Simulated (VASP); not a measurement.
A run of VASP 6.6.1 is set up as follows.

File INCAR:

```
ALGO = Normal ; EDIFF = 1E-7
ENCUT = 520 ; GGA = PS
ISIF = 2 ; ISMEAR = -1
LASPH = T ; LCHARG = F
LREAL = F ; LWAVE = F
NBANDS = 16 ; NELM = 80
PREC = Accurate ; SIGMA = 0.05
```

File KPOINTS:

```
k-points
0
Gamma
  6 6 6
```

Contents of POSCAR:

```
HgTe
1.0
    0.0000000000      3.2145000000      3.2787900000
    3.2145000000      0.0000000000      3.2787900000
    3.2145000000      3.2145000000      0.0000000000
Hg Te
1 1
Direct
    0.0000000000      0.0000000000      0.0000000000
    0.7500000000      0.7500000000      0.7500000000
```

Potentials or basis: VASP PAW PBE potentials, release 64 (Hg, Te).

Command:

```sh
$ cat potpaw_PBE.64/Hg/POTCAR potpaw_PBE.64/Te/POTCAR > POTCAR
$ mpirun -np 1 vasp_std > vasp.out
```

**Question.** What does it give for the pressure?

**Answer.** 1.0 GPa.

**Question.** Predict the band gap on the k mesh.

**Answer.** Zero (filled and empty bands touch).

Stress tensor (GPa, compression positive):
```
1.05 0.00 0.00
0.00 1.05 0.00
0.00 0.00 0.75
```

Caveat: the PAW data sets were made with another functional, which shifts forces and pressure a little; spin-orbit coupling is left out, which moves the levels of the heavy elements.
